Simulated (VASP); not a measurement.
# HfC (zincblende type) (F-43m) in VASP: notebook

HfC (zincblende type) is run at these levels: PBE; tasks: single point.

Everything below comes from runs of VASP 6.6.1. Logs are shortened: lines on timing, memory, paths and dates and some standing lists are left out, and cuts for length are marked.

**1. The cell of the first run**

The structure is cubic, space group F-43m (No. 216). Conventional cell: a = 4.705 Å, b = 4.705 Å, c = 4.705 Å, α = 90.00°, β = 90.00°, γ = 90.00°. Within 2.7 Å of Hf (site symmetry -43m) lie 4 C at 2.04 Å. C (site symmetry -43m) has 4 Hf at 2.04 Å within 2.7 Å.

**2. Single point, PBE**

INCAR

```
PREC     = Accurate       # precision mode
ENCUT    = 520            # plane-wave cutoff, eV
EDIFF    = 1E-6           # SCF threshold, eV
ISMEAR   = -1             # smearing method
SIGMA    = 0.1            # smearing width, eV
LREAL    = F              # projectors in reciprocal space
LASPH    = T              # aspherical terms in the spheres
NELM     = 100            # most SCF steps
ALGO     = Normal         # electronic algorithm
ISIF     = 2              # what is computed and relaxed
LWAVE    = F              # write WAVECAR
LCHARG   = T              # write CHGCAR
GGA      = PE             # functional
LELF     = T              # ELF
LVHAR    = T            
NBANDS   = 14             # bands
```

KPOINTS

```
Automatic mesh
0
Gamma
  14 14 14
```

POSCAR

```
HfC
1.0
    0.0000000000      2.3524803235      2.3524803235
    2.3524803235      0.0000000000      2.3524803235
    2.3524803235      2.3524803235      0.0000000000
Hf C
1 1
Direct
    0.0000000000      0.0000000000      0.0000000000
    0.2500000000      0.2500000000      0.2500000000
```

Potentials or basis: VASP PAW PBE potentials, release 64 (Hf_pv, C).

Started as:

```bash
$ cat potpaw_PBE.64/Hf_pv/POTCAR potpaw_PBE.64/C/POTCAR > POTCAR
$ mpirun -np 1 vasp_std > vasp.out
```

OUTCAR:

```text
PREC = Accurate
   ENCUT = 520
   EDIFF = 1E-6
   ISMEAR = -1
   LREAL = F
   LASPH = T
   NELM = 100
   ISIF = 2
   GGA = PE

 ion  position               nearest neighbor table
   1  0.000  0.000  0.000-   2 2.04   2 2.04   2 2.04   2 2.04
   2  0.250  0.250  0.250-   1 2.04   1 2.04   1 2.04   1 2.04

  LATTYP: Found a face centered cubic cell.
 ALAT       =     4.7049606470

  Lattice vectors:

 A1 = (   0.0000000000,   2.3524803235,   2.3524803235)
 A2 = (   2.3524803235,   0.0000000000,   2.3524803235)
 A3 = (   2.3524803235,   2.3524803235,   0.0000000000)

Analysis of symmetry for initial positions (statically):
=====================================================================
 Subroutine PRICEL returns:
 Original cell was already a primitive cell.

 Routine SETGRP: Setting up the symmetry group for a
 face centered cubic supercell.

 Subroutine GETGRP returns: Found 24 space group operations
 (whereof 24 operations were pure point group operations)
 out of a pool of 48 trial point group operations.

The static configuration has the point symmetry T_d .

Analysis of symmetry for dynamics (positions and initial velocities):
=====================================================================
 Subroutine PRICEL returns:
 Original cell was already a primitive cell.

 Routine SETGRP: Setting up the symmetry group for a
 face centered cubic supercell.

 Subroutine GETGRP returns: Found 24 space group operations
 (whereof 24 operations were pure point group operations)
 out of a pool of 48 trial point group operations.

The dynamic configuration has the point symmetry T_d .

 Subroutine INISYM returns: Found 24 space group operations
 (whereof 24 operations are pure point group operations),
 and found     1 'primitive' translations

----------------------------------------------------------------------------------------

                                     Primitive cell

  volume of cell :      26.0380

  direct lattice vectors                    reciprocal lattice vectors
     0.000000000  2.352480324  2.352480324    -0.212541629  0.212541629  0.212541629
     2.352480324  0.000000000  2.352480324     0.212541629 -0.212541629  0.212541629
     2.352480324  2.352480324  0.000000000     0.212541629  0.212541629 -0.212541629

[... 83 lines left out ...]
   EDIFF  = 0.1E-05   stopping-criterion for ELM
   LREAL  =      F    real-space projection
   EDIFFG = 0.1E-04   stopping-criterion for IOM
   NSW    =      0    number of steps for IOM
   IBRION =     -1    ionic relax: 0-MD 1-quasi-New 2-CG
   NFREE  =      0    steps in history (QN), initial steepest desc. (CG)
   ISIF   =      2    stress and relaxation
   ISYM   =      2    0-nonsym 1-usesym 2-fastsym
   POTIM  = 0.5000    time-step for ionic-motion
   TEBEG  =    0.0;   TEEND  =   0.0 temperature during run
   PSTRESS=    0.0 pullay stress
   NELECT =      14.0000    total number of electrons
   NUPDOWN=      -1.0000    fix difference up-down
   EMIN   =  10.00;   EMAX   =-10.00  energy-range for DOS
   EFERMI =   0.00;   METHOD = LEGACY
   ISMEAR =    -1;   SIGMA  =   0.10  broadening in eV -4-tet -1-fermi 0-gaus
   EFERMI_NEDOS =   21; number of points for ismear=-14 and -15
   IALGO  =     38    algorithm
   IMIX   =      4    mixing-type and parameters
     AMIX     =   0.40;   BMIX     =  1.00
     AMIX_MAG =   1.60;   BMIX_MAG =  1.00
  volume/ion in A,a.u.               =      13.02        87.86
  Fermi-wavevector in a.u.,A,eV,Ry     =   1.331215  2.515631 24.111336  1.772133
  Thomas-Fermi vector in A             =   2.460243
   LORBIT       =      0    0 simple, 1 ext, 2 COOP (PROOUT), +10 PAW based schemes
   GGA     = PE    functional components
   LHFCALC =     F    Hartree Fock is set to
   AEXX    =    0.0000 exact exchange contribution
   IVDW    =     0    specifies the selected vdW correction
   LEPSILON=     F    determine dielectric tensor
   LRPA    =     F    only Hartree local field effects (RPA)
 non-spin polarized calculation
  energy-cutoff  :      520.00
  volume of cell :       26.04
 maximum number of plane-waves:       725
 NGX is ok and might be reduce to    28
   NGX = 13   NGY = 13   NGZ = 13

 number of electron      14.0000001 magnetization

 Free energy of the ion-electron system (eV)
  ---------------------------------------------------
  ext. energy  EPLUGINS =         0.00000000
  ---------------------------------------------------
  free energy    TOTEN  =       -19.00077434 eV

  energy without entropy =      -18.98922207  energy(sigma->0) =      -18.99499820

 E-fermi :   5.3659     XC(G=0): -11.7893

 val. band max:        5.2552036838   @ k =   0.5000   0.5000   0.0000
 cond. band min:       5.5020675102   @ k =  -0.3571   0.4286   0.0714
 fundamental gap:      0.2468638264
 Fermi energy:         5.3658902711

 k-point     1 :       0.0000    0.0000    0.0000
  band No.  band energies     occupation
      1     -23.7052      2.00000
      2     -23.7052      2.00000
      3     -23.7052      2.00000
      4      -6.3714      2.00000
      5       2.1716      2.00000
      6       2.1716      2.00000
      7       2.1716      2.00000
      8       9.2836      0.00000
      9       9.3258      0.00000
     10       9.3258      0.00000
     11      15.6294      0.00000
     12      15.6294      0.00000
     13      15.6294      0.00000
     14      19.8975      0.00000
[... 377 lines left out ...]
      1     -24.0742      2.00000
      2     -23.8051      2.00000
      3     -23.7988      2.00000
      4      -4.9809      2.00000
      5       1.1110      2.00000
      6       2.9176      2.00000
      7       3.0300      2.00000
      8       7.4065      0.00000
      9       9.9101      0.00000
     10      11.6549      0.00000
     11      15.4050      0.00000
     12      15.7030      0.00000
     13      16.5510      0.00000
     14      17.7181      0.00000

 [... further k-points ...]
[... 5 lines left out ...]
  --------------------------------------------------------------------------------------
  -------------------------------------------------------------------------------------
  Total        7.7357007      7.7357007      7.7357007     -0.0000000      0.0000000     -0.0000000
  in kB      475.9948410    475.9948410    475.9948410     -0.0000000      0.0000000     -0.0000000
  external PRESSURE =     475.9948410 kB  Pullay stress =       0.0000000 kB

 VOLUME and BASIS-vectors are now :
 -----------------------------------------------------------------------------
  energy-cutoff  :      520.00
  volume of cell :       26.04
      direct lattice vectors                 reciprocal lattice vectors
     0.000000000  2.352480324  2.352480324    -0.212541629  0.212541629  0.212541629
     2.352480324  0.000000000  2.352480324     0.212541629 -0.212541629  0.212541629
     2.352480324  2.352480324  0.000000000     0.212541629  0.212541629 -0.212541629

 POSITION                                       TOTAL-FORCE (eV/Angst)
 -----------------------------------------------------------------------------------
      0.00000      0.00000      0.00000         0.000000      0.000000      0.000000
      1.17624      1.17624      1.17624        -0.000000     -0.000000     -0.000000
 -----------------------------------------------------------------------------------
    total drift:                               -0.000000     -0.000000     -0.000000

  FREE ENERGIE OF THE ION-ELECTRON SYSTEM (eV)
  ---------------------------------------------------
  free  energy   TOTEN  =       -19.0007743366 eV

  energy  without entropy=      -18.9892220711  energy(sigma->0) =      -18.99499820
```

stdout:

```text
POSCAR found type information on POSCAR HfC
 POSCAR found :  2 types and       2 ions
 scaLAPACK will be used
 LDA part: xc-table for (Slater+PW92), standard interpolation
 POSCAR, INCAR and KPOINTS ok, starting setup
 FFT: planning ... GRIDC
 FFT: planning ... GRID_SOFT
 FFT: planning ... GRID
 WAVECAR not read
 entering main loop
```

Wall time 30 s (1 thread of Intel Xeon Platinum 8488C (Sapphire Rapids), shared host); peak memory 0.18 GiB.

Results:

* Free energy: -19.0008 eV
* Pressure: 47.6 GPa
* Band gap on the k mesh: 0.25 eV, indirect (least direct gap 0.43 eV)

Levels at points of the mesh, in eV from the valence-band top:
| k point | band 3 | band 4 | band 5 | band 6 | band 7 | band 8 | band 9 | band 10 | band 11 | band 12 |
| --- | --- | --- | --- | --- | --- | --- | --- | --- | --- | --- |
| (0.00, 0.00, 0.00) | -28.96 | -11.63 | -3.08 | -3.08 | -3.08 | 4.03 | 4.07 | 4.07 | 10.37 | 10.37 |
| (0.50, 0.00, 0.00) | -29.06 | -9.53 | -3.15 | -2.33 | -2.33 | 4.57 | 5.10 | 5.10 | 7.39 | 8.35 |
| (0.50, 0.50, 0.00) | -29.22 | -8.69 | -5.20 | 0.00 | 0.00 | 0.46 | 5.42 | 6.33 | 6.97 | 6.97 |

Caveat: spin-orbit coupling is left out, which moves the levels of the heavy elements.

**3. Single point, PBE**

INCAR

```
SYSTEM = HfC
PREC = Accurate
ENCUT = 520
EDIFF = 1E-6
ISMEAR = -1
SIGMA = 0.1
LREAL = .FALSE.
LASPH = .TRUE.
NELM = 80
ALGO = Normal
ISIF = 2
LWAVE = .FALSE.
LCHARG = .FALSE.
GGA = PE
NBANDS = 14
```

KPOINTS

```
Automatic mesh
0
G
  14 14 14
  0 0 0
```

POSCAR

```
HfC
1.0
    0.0000000000      2.3526095198      2.3526095198
    2.3526095198      0.0000000000      2.3526095198
    2.3526095198      2.3526095198      0.0000000000
Hf C
1 1
Direct
    0.0000000000      0.0000000000      0.0000000000
    0.2500000000      0.2500000000      0.2500000000
```

Potentials or basis: VASP PAW PBE potentials, release 64 (Hf_pv, C).

Started as:

```bash
$ cat potpaw_PBE.64/Hf_pv/POTCAR potpaw_PBE.64/C/POTCAR > POTCAR
$ mpirun -np 1 vasp_std > vasp.out
```

OUTCAR:

```text
SYSTEM = HfC
   PREC = Accurate
   ENCUT = 520
   EDIFF = 1E-6
   ISMEAR = -1
   LREAL = .FALSE.
   LASPH = .TRUE.
   NELM = 80
   ISIF = 2
   GGA = PE

 ion  position               nearest neighbor table
   1  0.000  0.000  0.000-   2 2.04   2 2.04   2 2.04   2 2.04
   2  0.250  0.250  0.250-   1 2.04   1 2.04   1 2.04   1 2.04

  LATTYP: Found a face centered cubic cell.
 ALAT       =     4.7052190396

  Lattice vectors:

 A1 = (   0.0000000000,   2.3526095198,   2.3526095198)
 A2 = (   2.3526095198,   0.0000000000,   2.3526095198)
 A3 = (   2.3526095198,   2.3526095198,   0.0000000000)

Analysis of symmetry for initial positions (statically):
=====================================================================
 Subroutine PRICEL returns:
 Original cell was already a primitive cell.

 Routine SETGRP: Setting up the symmetry group for a
 face centered cubic supercell.

 Subroutine GETGRP returns: Found 24 space group operations
 (whereof 24 operations were pure point group operations)
 out of a pool of 48 trial point group operations.

The static configuration has the point symmetry T_d .

Analysis of symmetry for dynamics (positions and initial velocities):
[... 165 lines left out ...]

 k-point     1 :       0.0000    0.0000    0.0000
  band No.  band energies     occupation
      1     -23.7070      2.00000
      2     -23.7070      2.00000
      3     -23.7070      2.00000
      4      -6.3720      2.00000
      5       2.1710      2.00000
      6       2.1710      2.00000
      7       2.1710      2.00000
      8       9.2816      0.00000
      9       9.3241      0.00000
     10       9.3241      0.00000
     11      15.6271      0.00000
     12      15.6271      0.00000
     13      15.6271      0.00000
     14      19.8954      0.00000
[... 377 lines left out ...]
      1     -24.0758      2.00000
      2     -23.8069      2.00000
      3     -23.8006      2.00000
      4      -4.9819      2.00000
      5       1.1104      2.00000
      6       2.9168      2.00000
      7       3.0292      2.00000
      8       7.4052      0.00000
      9       9.9082      0.00000
     10      11.6529      0.00000
     11      15.4021      0.00000
     12      15.7001      0.00000
     13      16.5482      0.00000
     14      17.7151      0.00000

 [... further k-points ...]
[... 5 lines left out ...]
  --------------------------------------------------------------------------------------
  -------------------------------------------------------------------------------------
  Total        7.7285648      7.7285648      7.7285648      0.0000000     -0.0000000     -0.0000000
  in kB      475.4774106    475.4774106    475.4774106      0.0000000     -0.0000000     -0.0000000
  external PRESSURE =     475.4774106 kB  Pullay stress =       0.0000000 kB

 VOLUME and BASIS-vectors are now :
 -----------------------------------------------------------------------------
  energy-cutoff  :      520.00
  volume of cell :       26.04
      direct lattice vectors                 reciprocal lattice vectors
     0.000000000  2.352609520  2.352609520    -0.212529957  0.212529957  0.212529957
     2.352609520  0.000000000  2.352609520     0.212529957 -0.212529957  0.212529957
     2.352609520  2.352609520  0.000000000     0.212529957  0.212529957 -0.212529957

 POSITION                                       TOTAL-FORCE (eV/Angst)
 -----------------------------------------------------------------------------------
      0.00000      0.00000      0.00000        -0.000000     -0.000000     -0.000000
      1.17630      1.17630      1.17630         0.000000      0.000000      0.000000
 -----------------------------------------------------------------------------------
    total drift:                               -0.000000     -0.000000     -0.000000

  FREE ENERGIE OF THE ION-ELECTRON SYSTEM (eV)
  ---------------------------------------------------
  free  energy   TOTEN  =       -19.0020504647 eV

  energy  without entropy=      -18.9904976840  energy(sigma->0) =      -18.99627407
```

OSZICAR:

```text
N       E                     dE             d eps       ncg     rms          rms(c)
DAV:   1     0.321273198272E+02    0.32127E+02   -0.74743E+03  2912   0.953E+02
DAV:   2    -0.216116372101E+02   -0.53739E+02   -0.50167E+02  3822   0.209E+02
DAV:   3    -0.234944024352E+02   -0.18828E+01   -0.18772E+01  3464   0.299E+01
DAV:   4    -0.235045450337E+02   -0.10143E-01   -0.10142E-01  3458   0.273E+00
DAV:   5    -0.235046346891E+02   -0.89655E-04   -0.89655E-04  3456   0.224E-01    0.706E+01
DAV:   6    -0.189712439790E+02    0.45334E+01   -0.12862E+01  3074   0.220E+01    0.442E+01
DAV:   7    -0.190076893500E+02   -0.36445E-01   -0.65896E-01  3734   0.572E+00    0.236E+01
DAV:   8    -0.190048058083E+02    0.28835E-02   -0.26286E-02  3254   0.126E+00    0.442E+00
DAV:   9    -0.190021379944E+02    0.26678E-02   -0.10417E-02  3518   0.556E-01    0.901E-01
DAV:  10    -0.190020393734E+02    0.98621E-04   -0.72572E-04  3446   0.184E-01    0.228E-01
DAV:  11    -0.190020527502E+02   -0.13377E-04   -0.50018E-05  3638   0.563E-02    0.450E-02
DAV:  12    -0.190020508266E+02    0.19236E-05   -0.38385E-06  3416   0.157E-02    0.211E-02
DAV:  13    -0.190020504647E+02    0.36189E-06   -0.82741E-07  2188   0.665E-03
   1 F= -.19002050E+02 E0= -.18996274E+02  d E =-.115528E-01
```

stdout:

```text
POSCAR found type information on POSCAR HfC
 POSCAR found :  2 types and       2 ions
 scaLAPACK will be used
 LDA part: xc-table for (Slater+PW92), standard interpolation
 POSCAR, INCAR and KPOINTS ok, starting setup
 FFT: planning ... GRIDC
 FFT: planning ... GRID_SOFT
 FFT: planning ... GRID
 WAVECAR not read
 entering main loop
```

Wall time 31 s (1 thread of Intel Xeon Platinum 8488C (Sapphire Rapids), shared host); peak memory 0.18 GiB.

What came out:

```yaml
Free_energy: -19.0021 eV
Pressure: 47.5 GPa
Band_gap_on_the_k_mesh: 0.25 eV, indirect (least direct gap 0.43 eV)
```

Levels at points of the mesh, in eV from the valence-band top:
| k point | band 4 | band 5 | band 6 | band 7 | band 8 | band 9 | band 10 | band 11 |
| --- | --- | --- | --- | --- | --- | --- | --- | --- |
| (0.00, 0.00, 0.00) | -11.63 | -3.08 | -3.08 | -3.08 | 4.03 | 4.07 | 4.07 | 10.37 |
| (0.50, 0.00, 0.00) | -9.53 | -3.15 | -2.33 | -2.33 | 4.57 | 5.10 | 5.10 | 7.39 |
| (0.50, 0.50, 0.00) | -8.69 | -5.20 | 0.00 | 0.00 | 0.46 | 5.42 | 6.33 | 6.97 |

Caveat: spin-orbit coupling is left out, which moves the levels of the heavy elements.
